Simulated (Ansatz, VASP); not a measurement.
## One calculation of Li3SeF, two programs

```xyz
5
Lattice="3.9963 0.0000 0.0000 0.0000 3.9963 0.0000 0.0000 0.0000 3.9963" Properties=species:S:1:pos:R:3 pbc="T T T"
Li    1.9981    0.0000    1.9981
Li    1.9981    1.9981    0.0000
Li    0.0000    1.9981    1.9981
Se    0.0000    0.0000    0.0000
F     1.9981    1.9981    1.9981
```

Alike in both runs: task single point; functional HSE06; k mesh 4 × 4 × 4; occupations gaussian, width 0.02 eV; no spin polarisation.

|  | VASP | Ansatz |
| --- | --- | --- |
| version | VASP 6.6.1 | Ansatz 0.2.0 |
| potentials or method | VASP PAW PBE potentials, release 64 (Li_sv, Se, F), cutoff 520 eV | scalar-relativistic, plane waves, PAW |
| valence electrons in the cell | 22 | 32 |

```csv
,VASP,Ansatz,Ansatz less VASP
gap on the k mesh at the Fermi level (eV),4.84,4.82,-0.017
least direct gap on the mesh (eV),5.08,5.06,-0.018
```

The functional is the same, so the differences come from potentials, cutoffs and numerics. VASP's potentials hold 22 valence electrons a cell and Ansatz's 32, so a difference there can come from the potentials and not from the codes. Ansatz's warnings: stress exchange threshold loose, stress scf threshold loose.

Noted on VASP's run: the cutoff is under 1.25 times that of the potentials, so the pressure is a little rough.
